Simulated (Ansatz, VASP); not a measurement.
**One calculation of Ru, two programs**

```
Ru
1.0
     0.00000    2.72547    2.72547
     2.72547    0.00000    2.72547
     2.72547    2.72547    0.00000
Ru
2
Direct
  0.00000 0.00000 0.00000
  0.25000 0.25000 0.25000
```

Alike in both runs: functional PBE; k mesh 6 × 6 × 6; occupations gaussian, width 0.1 eV; no spin polarisation.

Ansatz relaxed the structure, and its values are those at the end. VASP's run is a single point on that final structure, the one shown.

|  | VASP | Ansatz |
| --- | --- | --- |
| version | VASP 6.6.1 | Ansatz 0.2.0 |
| potentials or method | VASP PAW PBE potentials, release 64 (Ru_pv), cutoff 500 eV | scalar-relativistic, plane waves, PAW |
| valence electrons in the cell | 28 | 32 |

|  | VASP | Ansatz | Ansatz less VASP |
| --- | --- | --- | --- |
| gap on the k mesh at the Fermi level (eV) | none | none | - |
| pressure (GPa) | 0.6 | 0.3 | -0.26 |

A gap of «none» marks a metal or a gap that the smearing closes. VASP's potentials hold 28 valence electrons a cell and Ansatz's 32, so a difference there can come from the potentials and not from the codes.
